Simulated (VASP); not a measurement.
# WSe2 (P6_3/mmc) in VASP: further runs

WSe2 is run at these levels: PBE+D3(BJ); tasks: single point.

All numbers are computed with VASP 6.6.1; they aren't measurements. Logs are shortened: lines on timing, memory, paths and dates and some standing lists are left out, and cuts for length are marked.

**1. The cell of the first run**

It takes space group P6_3/mmc (No. 194, hexagonal). The conventional cell has a = 3.181 Å, b = 3.181 Å, c = 12.409 Å, α = 90.00°, β = 90.00°, γ = 120.00°. Within 3.3 Å of W (site symmetry -6m2) lie 6 Se at 2.51 Å and 6 W at 3.18 Å. Se (site symmetry 3m) has 3 W at 2.51 Å and 6 Se at 3.18 Å within 3.3 Å.

**2. Single point, PBE+D3(BJ) (equal strain along all axes, cell held: -3.0 %, then relaxed in part)**

INCAR

```
SYSTEM = WSe2
PREC = Accurate
ENCUT = 520
EDIFF = 1E-6
ISMEAR = 0
SIGMA = 0.02
LREAL = .FALSE.
LASPH = .TRUE.
NELM = 60
ALGO = Normal
ISIF = 2
LWAVE = .FALSE.
LCHARG = .FALSE.
GGA = PE
IVDW = 12
NBANDS = 35
```

KPOINTS

```
regular mesh
0
G
  12 12 2
  0 0 0
```

POSCAR

```
WSe2
1.0
    3.1806693618      0.0000000000      0.0000000000
   -1.5903346809      2.7545404684      0.0000000000
    0.0000000000      0.0000000000     12.4090386395
W Se
2 4
Direct
    0.6666666667      0.3333333333      0.2500000000
    0.3333333333      0.6666666667      0.7500000000
    0.3333333333      0.6666666667      0.3878905955
    0.6666666667      0.3333333333      0.8878905955
    0.3333333333      0.6666666667      0.1121094045
    0.6666666667      0.3333333333      0.6121094045
```

Potentials or basis: VASP PAW PBE potentials, release 64 (W_sv, Se).

The run is started by

```console
> cat potpaw_PBE.64/W_sv/POTCAR potpaw_PBE.64/Se/POTCAR > POTCAR
> mpirun -np 1 vasp_std > vasp.out
```

OUTCAR:

```text
SYSTEM = WSe2
   PREC = Accurate
   ENCUT = 520
   EDIFF = 1E-6
   ISMEAR = 0
   LREAL = .FALSE.
   LASPH = .TRUE.
   NELM = 60
   ISIF = 2
   GGA = PE
   IVDW = 12
 IVDW          = 12

 ion  position               nearest neighbor table
   1  0.667  0.333  0.250-   3 2.51   5 2.51   3 2.51   5 2.51   3 2.51   5 2.51
   2  0.333  0.667  0.750-   4 2.51   6 2.51   4 2.51   6 2.51   4 2.51   6 2.51
   3  0.333  0.667  0.388-   1 2.51   1 2.51   1 2.51
   4  0.667  0.333  0.888-   2 2.51   2 2.51   2 2.51
   5  0.333  0.667  0.112-   1 2.51   1 2.51   1 2.51
   6  0.667  0.333  0.612-   2 2.51   2 2.51   2 2.51

  LATTYP: Found a hexagonal cell.
 ALAT       =     3.1806693618
 C/A-ratio  =     3.9013922002

  Lattice vectors:

 A1 = (   3.1806693618,   0.0000000000,   0.0000000000)
 A2 = (  -1.5903346809,   2.7545404684,   0.0000000000)
 A3 = (   0.0000000000,   0.0000000000,  12.4090386395)

Analysis of symmetry for initial positions (statically):
=====================================================================
 Subroutine PRICEL returns:
 Original cell was already a primitive cell.

 Routine SETGRP: Setting up the symmetry group for a
 hexagonal supercell.

 Subroutine GETGRP returns: Found 24 space group operations
 (whereof 12 operations were pure point group operations)
 out of a pool of 24 trial point group operations.

The static configuration has the point symmetry D_3d.
 The point group associated with its full space group is D_6h.

Analysis of symmetry for dynamics (positions and initial velocities):
=====================================================================
 Subroutine PRICEL returns:
 Original cell was already a primitive cell.

 Routine SETGRP: Setting up the symmetry group for a
 hexagonal supercell.

 Subroutine GETGRP returns: Found 24 space group operations
 (whereof 12 operations were pure point group operations)
 out of a pool of 24 trial point group operations.

The dynamic configuration has the point symmetry D_3d.
 The point group associated with its full space group is D_6h.

 Subroutine INISYM returns: Found 24 space group operations
 (whereof 12 operations are pure point group operations),
 and found     1 'primitive' translations

----------------------------------------------------------------------------------------

                                     Primitive cell

  volume of cell :     108.7191

  direct lattice vectors                    reciprocal lattice vectors
[... 99 lines left out ...]
   IBRION =     -1    ionic relax: 0-MD 1-quasi-New 2-CG
   NFREE  =      0    steps in history (QN), initial steepest desc. (CG)
   ISIF   =      2    stress and relaxation
   ISYM   =      2    0-nonsym 1-usesym 2-fastsym
   POTIM  = 0.5000    time-step for ionic-motion
   TEBEG  =    0.0;   TEEND  =   0.0 temperature during run
   PSTRESS=    0.0 pullay stress
   NELECT =      52.0000    total number of electrons
   NUPDOWN=      -1.0000    fix difference up-down
   EMIN   =  10.00;   EMAX   =-10.00  energy-range for DOS
   EFERMI =   0.00;   METHOD = LEGACY
   ISMEAR =     0;   SIGMA  =   0.02  broadening in eV -4-tet -1-fermi 0-gaus
   EFERMI_NEDOS =   21; number of points for ismear=-14 and -15
   IALGO  =     38    algorithm
   IMIX   =      4    mixing-type and parameters
     AMIX     =   0.40;   BMIX     =  1.00
     AMIX_MAG =   1.60;   BMIX_MAG =  1.00
  volume/ion in A,a.u.               =      18.12       122.28
  Fermi-wavevector in a.u.,A,eV,Ry     =   1.280287  2.419392 22.301783  1.639135
  Thomas-Fermi vector in A             =   2.412724
   LORBIT       =      0    0 simple, 1 ext, 2 COOP (PROOUT), +10 PAW based schemes
   GGA     = PE    functional components
   LHFCALC =     F    Hartree Fock is set to
   AEXX    =    0.0000 exact exchange contribution
   IVDW    =    12    specifies the selected vdW correction
   LEPSILON=     F    determine dielectric tensor
   LRPA    =     F    only Hartree local field effects (RPA)
 non-spin polarized calculation
 Gauss-broadening in eV      SIGMA  =   0.02
  energy-cutoff  :      520.00
  volume of cell :      108.72
 maximum number of plane-waves:      2948
 NGX is ok and might be reduce to    24
   NGX = 11   NGY = 11   NGZ = 47

 number of electron      52.0000003 magnetization

 Free energy of the ion-electron system (eV)
  ---------------------------------------------------
  ext. energy  EPLUGINS =         0.00000000
  ---------------------------------------------------
  free energy    TOTEN  =       -42.55897461 eV

  energy without entropy =      -42.55897461  energy(sigma->0) =      -42.55897461

 E-fermi :   7.7755     XC(G=0): -11.4332

 val. band max:        7.5760584517   @ k =   0.0000   0.0000   0.0000
 cond. band min:       8.2754926028   @ k =   0.1667   0.1667   0.0000
 fundamental gap:      0.6994341510
 Fermi energy:         7.7754917185

 k-point     1 :       0.0000    0.0000    0.0000
  band No.  band energies     occupation
      1     -66.6181      2.00000
      2     -66.6181      2.00000
      3     -30.9466      2.00000
      4     -30.9465      2.00000
      5     -30.7049      2.00000
      6     -30.7049      2.00000
[... 901 lines left out ...]
     34      11.7130      0.00000
     35      13.1815      0.00000

 [... further k-points ...]

------------------------ aborting loop because EDIFF is reached ----------------------------------------

 Edisp (eV)   -3.13673

 E8    (eV) :    -1.3995

  FORCE on cell =-STRESS in cart. coord.  units (eV):
  Direction    XX          YY          ZZ          XY          YZ          ZX
  --------------------------------------------------------------------------------------
  -------------------------------------------------------------------------------------
  Total       6.47988     6.47988     3.39135     0.00000     0.00000    -0.00000
  in kB      95.49298    95.49298    49.97780     0.00000     0.00000    -0.00000
  external pressure =       80.32 kB  Pullay stress =        0.00 kB

 VOLUME and BASIS-vectors are now :
 -----------------------------------------------------------------------------
  energy-cutoff  :      520.00
  volume of cell :      108.72
      direct lattice vectors                 reciprocal lattice vectors
     3.180669362  0.000000000  0.000000000     0.314399231  0.181518480  0.000000000
    -1.590334681  2.754540468  0.000000000     0.000000000  0.363036961  0.000000000
     0.000000000  0.000000000 12.409038640     0.000000000  0.000000000  0.080586420

 POSITION                                       TOTAL-FORCE (eV/Angst)
 -----------------------------------------------------------------------------------
      1.59033      0.91818      3.10226         0.000000      0.000000      0.000000
     -0.00000      1.83636      9.30678        -0.000000     -0.000000      0.000000
     -0.00000      1.83636      4.81335         0.000000     -0.000000      0.054635
      1.59033      0.91818     11.01787         0.000000      0.000000      0.054635
     -0.00000      1.83636      1.39117        -0.000000     -0.000000     -0.054635
      1.59033      0.91818      7.59569         0.000000     -0.000000     -0.054635
 -----------------------------------------------------------------------------------
    total drift:                               -0.000000      0.000000     -0.000000

  FREE ENERGIE OF THE ION-ELECTRON SYSTEM (eV)
  ---------------------------------------------------
  free  energy   TOTEN  =       -45.6957046366 eV

  energy  without entropy=      -45.6957046366  energy(sigma->0) =      -45.69570464
```

OSZICAR:

```text
N       E                     dE             d eps       ncg     rms          rms(c)
DAV:   1     0.506278730775E+03    0.50628E+03   -0.27952E+04  2932   0.147E+03
DAV:   2    -0.123355421911E+02   -0.51861E+03   -0.50134E+03  3106   0.403E+02
DAV:   3    -0.435752347099E+02   -0.31240E+02   -0.30512E+02  3247   0.919E+01
DAV:   4    -0.442429806207E+02   -0.66775E+00   -0.66424E+00  3177   0.135E+01
DAV:   5    -0.442501355208E+02   -0.71549E-02   -0.71502E-02  3209   0.155E+00    0.325E+01
DAV:   6    -0.429214483108E+02    0.13287E+01   -0.46340E+00  3009   0.145E+01    0.122E+01
DAV:   7    -0.427462521312E+02    0.17520E+00   -0.26955E+00  2842   0.762E+00    0.566E+00
DAV:   8    -0.425580393961E+02    0.18821E+00   -0.45077E-01  2886   0.449E+00    0.140E+00
DAV:   9    -0.425613686645E+02   -0.33293E-02   -0.61330E-02  3115   0.120E+00    0.105E+00
DAV:  10    -0.425590082554E+02    0.23604E-02   -0.14416E-02  2925   0.817E-01    0.123E-01
DAV:  11    -0.425590281855E+02   -0.19930E-04   -0.15279E-03  2925   0.255E-01    0.188E-01
DAV:  12    -0.425589847312E+02    0.43454E-04   -0.59610E-05  3122   0.497E-02    0.118E-01
DAV:  13    -0.425589753510E+02    0.93803E-05   -0.99557E-05  2988   0.622E-02    0.197E-02
DAV:  14    -0.425589746112E+02    0.73980E-06   -0.60930E-06  2913   0.155E-02
   1 F= -.45695705E+02 E0= -.45695705E+02  d E =-.256682E-47
```

stdout:

```text
POSCAR found type information on POSCAR W Se
 POSCAR found :  2 types and       6 ions
 scaLAPACK will be used
 LDA part: xc-table for (Slater+PW92), standard interpolation
 POSCAR, INCAR and KPOINTS ok, starting setup
 FFT: planning ... GRIDC
 FFT: planning ... GRID_SOFT
 FFT: planning ... GRID
 WAVECAR not read
 entering main loop
```

Run time: 48 s. Hardware: 1 thread of Intel Xeon 6975P-C (Granite Rapids), shared host; peak memory 0.3 GiB.

What came out:

```yaml
Free_energy: -45.6957 eV
Pressure: 8.0 GPa
Largest_force: 0.055 eV/Å
Band_gap_on_the_k_mesh: 0.70 eV, indirect (least direct gap 1.45 eV)
Dispersion_energy_per_atom: -0.523 eV
```

Forces in eV/Å, atoms in the order of the input:
```
W    0.000  0.000  0.000
W    0.000  0.000  0.000
Se   0.000  0.000  0.055
Se   0.000  0.000  0.055
Se   0.000  0.000 -0.055
Se   0.000  0.000 -0.055
```

Caveat: the cell differs from its parent crystal (equal strain along all axes, cell held: -3.0 %, then relaxed in part); spin-orbit coupling is left out, which moves the levels of the heavy elements. A k mesh can miss the band edges.

**3. Single point, PBE+D3(BJ)**

INCAR

```
  ALGO = Normal
  EDIFF = 1E-6
  ENCUT = 520
  GGA = PE
  ISIF = 2
  ISMEAR = 0
  IVDW = 12
  LASPH = True
  LCHARG = True
  LELF = True
  LREAL = False
  LVHAR = True
  LWAVE = False
  NBANDS = 35
  NELM = 100
  PREC = Accurate
  SIGMA = 0.02
```

KPOINTS

```
k-points
0
Gamma
  12 12 2
```

POSCAR is that of step 2.

Potentials or basis: VASP PAW PBE potentials, release 64 (W_sv, Se).

The run is started by

```console
> cat potpaw_PBE.64/W_sv/POTCAR potpaw_PBE.64/Se/POTCAR > POTCAR
> mpirun -np 1 vasp_std > vasp.out
```

It took 52 s on 1 thread of Intel Xeon 6975P-C (Granite Rapids), shared host; peak memory 0.3 GiB.

Results (log left out):

| Quantity | Value |
| --- | --- |
| Free energy | -45.6957 eV |
| Pressure | 8.0 GPa |
| Largest force | 0.055 eV/Å |
| Band gap on the k mesh | 0.70 eV, indirect (least direct gap 1.45 eV) |
| Dispersion energy per atom | -0.523 eV |

Forces on the atoms (eV/Å):
```
W    0.000  0.000  0.000
W    0.000  0.000  0.000
Se   0.000  0.000  0.055
Se   0.000  0.000  0.055
Se   0.000  0.000 -0.055
Se   0.000  0.000 -0.055
```

Stress tensor (GPa, compression positive):
```
9.55 0.00 0.00
0.00 9.55 0.00
0.00 0.00 5.00
```

Levels at points of the mesh, in eV from the valence-band top:
| k point | band 24 | band 25 | band 26 | band 27 | band 28 | band 29 |
| --- | --- | --- | --- | --- | --- | --- |
| (0.00, 0.00, 0.00) | -1.17 | -0.77 | 0.00 | 2.84 | 2.84 | 2.89 |
| (0.50, 0.00, 0.00) | -1.42 | -1.24 | -0.71 | 2.27 | 2.59 | 2.65 |
| (0.00, 0.00, 0.50) | -1.23 | -0.20 | -0.20 | 2.86 | 2.86 | 2.86 |
| (0.50, 0.00, 0.50) | -1.48 | -0.98 | -0.98 | 2.61 | 2.61 | 2.70 |

Caveat: spin-orbit coupling is left out, which moves the levels of the heavy elements.

**4. Single point, PBE+D3(BJ) (equal strain along all axes, cell held: -1.5 %, then relaxed in part)**

INCAR

```
ALGO = Normal
EDIFF = 1E-6
ENCUT = 520
GGA = PE
ISIF = 2
ISMEAR = 0
IVDW = 12
LASPH = True
LCHARG = True
LELF = True
LREAL = False
LVHAR = True
LWAVE = False
NBANDS = 35
NELM = 80
PREC = Accurate
SIGMA = 0.02
```

KPOINTS is that of step 3.

POSCAR

```
WSe2
1.0
    3.2298549705      0.0000000000      0.0000000000
   -1.6149274852      2.7971364550      0.0000000000
    0.0000000000      0.0000000000     12.6009309896
W Se
2 4
Direct
    0.6666666667      0.3333333333      0.2500000000
    0.3333333333      0.6666666667      0.7500000000
    0.3333333333      0.6666666667      0.3847818235
    0.6666666667      0.3333333333      0.8847818235
    0.3333333333      0.6666666667      0.1152181765
    0.6666666667      0.3333333333      0.6152181765
```

Potentials or basis: VASP PAW PBE potentials, release 64 (W_sv, Se).

The run is started by

```console
> cat potpaw_PBE.64/W_sv/POTCAR potpaw_PBE.64/Se/POTCAR > POTCAR
> mpirun -np 1 vasp_std > vasp.out
```

OUTCAR:

```text
EDIFF = 1E-6
   ENCUT = 520
   GGA = PE
   ISIF = 2
   ISMEAR = 0
   IVDW = 12
   LASPH = True
   LREAL = False
   NELM = 80
   PREC = Accurate
 IVDW          = 12

 ion  position               nearest neighbor table
   1  0.667  0.333  0.250-   3 2.52   5 2.52   3 2.52   5 2.52   3 2.52   5 2.52
   2  0.333  0.667  0.750-   4 2.52   6 2.52   4 2.52   6 2.52   4 2.52   6 2.52
   3  0.333  0.667  0.385-   1 2.52   1 2.52   1 2.52
   4  0.667  0.333  0.885-   2 2.52   2 2.52   2 2.52
   5  0.333  0.667  0.115-   1 2.52   1 2.52   1 2.52
[... 1126 lines left out ...]
  -------------------------------------------------------------------------------------
  Total       3.17369     3.17369     1.57594     0.00000     0.00000     0.00000
  in kB      44.66593    44.66593    22.17941     0.00000     0.00000     0.00000
  external pressure =       37.17 kB  Pullay stress =        0.00 kB

 VOLUME and BASIS-vectors are now :
 -----------------------------------------------------------------------------
  energy-cutoff  :      520.00
  volume of cell :      113.84
      direct lattice vectors                 reciprocal lattice vectors
     3.229854970  0.000000000  0.000000000     0.309611425  0.178754240  0.000000000
    -1.614927485  2.797136455  0.000000000     0.000000000  0.357508479  0.000000000
     0.000000000  0.000000000 12.600930990     0.000000000  0.000000000  0.079359216

 POSITION                                       TOTAL-FORCE (eV/Angst)
 -----------------------------------------------------------------------------------
      1.61493      0.93238      3.15023         0.000000     -0.000000      0.000000
     -0.00000      1.86476      9.45070        -0.000000      0.000000      0.000000
     -0.00000      1.86476      4.84861        -0.000000     -0.000000      0.051915
      1.61493      0.93238     11.14907         0.000000      0.000000      0.051915
     -0.00000      1.86476      1.45186        -0.000000     -0.000000     -0.051915
      1.61493      0.93238      7.75232         0.000000      0.000000     -0.051915
 -----------------------------------------------------------------------------------
    total drift:                               -0.000000      0.000000     -0.000000

  FREE ENERGIE OF THE ION-ELECTRON SYSTEM (eV)
  ---------------------------------------------------
  free  energy   TOTEN  =       -45.8733142924 eV

  energy  without entropy=      -45.8733142924  energy(sigma->0) =      -45.87331429
```

OSZICAR:

```text
N       E                     dE             d eps       ncg     rms          rms(c)
DAV:   1     0.508234706737E+03    0.50823E+03   -0.27845E+04  2924   0.146E+03
DAV:   2    -0.123009367792E+02   -0.52054E+03   -0.50302E+03  3077   0.399E+02
DAV:   3    -0.439797531949E+02   -0.31679E+02   -0.31123E+02  3247   0.923E+01
DAV:   4    -0.446682863983E+02   -0.68853E+00   -0.68394E+00  3182   0.137E+01
DAV:   5    -0.446765648525E+02   -0.82785E-02   -0.82705E-02  3148   0.164E+00    0.311E+01
DAV:   6    -0.432649359795E+02    0.14116E+01   -0.52051E+00  2982   0.153E+01    0.113E+01
DAV:   7    -0.430721937580E+02    0.19274E+00   -0.28313E+00  2822   0.792E+00    0.569E+00
DAV:   8    -0.428824116774E+02    0.18978E+00   -0.43100E-01  2917   0.445E+00    0.135E+00
DAV:   9    -0.428858488164E+02   -0.34371E-02   -0.63556E-02  3093   0.122E+00    0.100E+00
DAV:  10    -0.428836514962E+02    0.21973E-02   -0.14317E-02  2943   0.812E-01    0.125E-01
DAV:  11    -0.428836846236E+02   -0.33127E-04   -0.16546E-03  2881   0.265E-01    0.195E-01
DAV:  12    -0.428836332658E+02    0.51358E-04   -0.64030E-05  3093   0.517E-02    0.123E-01
DAV:  13    -0.428836224638E+02    0.10802E-04   -0.98058E-05  2977   0.607E-02    0.875E-03
DAV:  14    -0.428836227285E+02   -0.26474E-06   -0.54205E-06  3004   0.128E-02
   1 F= -.45873314E+02 E0= -.45873314E+02  d E =-.119822-125
```

Run time: 54 s. Hardware: 1 thread of Intel Xeon 6975P-C (Granite Rapids), shared host; peak memory 0.3 GiB.

What came out:

| Item | Value |
| --- | --- |
| Free energy | -45.8733 eV |
| Pressure | 3.7 GPa |
| Largest force | 0.052 eV/Å |
| Band gap on the k mesh | 0.80 eV, indirect (least direct gap 1.70 eV) |
| Dispersion energy per atom | -0.498 eV |

Forces in eV/Å, atoms in the order of the input:
```
W    0.000  0.000  0.000
W    0.000  0.000  0.000
Se   0.000  0.000  0.052
Se   0.000  0.000  0.052
Se   0.000  0.000 -0.052
Se   0.000  0.000 -0.052
```

Caveat: the cell differs from its parent crystal (equal strain along all axes, cell held: -1.5 %, then relaxed in part); spin-orbit coupling is left out, which moves the levels of the heavy elements.
